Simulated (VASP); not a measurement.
Here is a VASP 6.6.1 calculation.

File INCAR:

```
ALGO = Normal
EDIFF = 1E-7
ENCUT = 520
GGA = CA
ISIF = 2
ISMEAR = -1
LASPH = True
LCHARG = False
LREAL = False
LWAVE = False
NBANDS = 22
NELM = 80
PREC = Accurate
SIGMA = 0.05
```

Contents of KPOINTS:

```
k-points
0
Gamma
  7 7 3
```

File POSCAR:

```
Br
1.0
    3.3855238279     -2.3379315741      0.0000000000
    3.3855238279      2.3379315741      0.0000000000
    0.0000000000      0.0000000000      8.7599328054
Br
4
Direct
    0.3651000000      0.6349000000      0.3901000000
    0.1349000000      0.8651000000      0.8901000000
    0.6349000000      0.3651000000      0.6099000000
    0.8651000000      0.1349000000      0.1099000000
```

Potentials or basis: VASP PAW LDA potentials, release 64 (Br).

The run is started by

```bash
$ cat potpaw_LDA.64/Br/POTCAR > POTCAR
$ mpirun -np 1 vasp_std > vasp.out
```

Problem. What does it give for the band gap on the k mesh?

Solution. 1.70 eV (least direct gap 1.71 eV).

Problem. Estimate the largest force.

Solution. 0.511 eV/Å.

Problem. Estimate the pressure.

Solution. -1.7 GPa.

Stress tensor (GPa, compression positive):
```
-1.11  0.00  0.00
 0.00 -2.31  0.00
 0.00  0.00 -1.57
```

Caveat: an odd mesh through Γ misses points on the zone boundary, where band edges can lie.
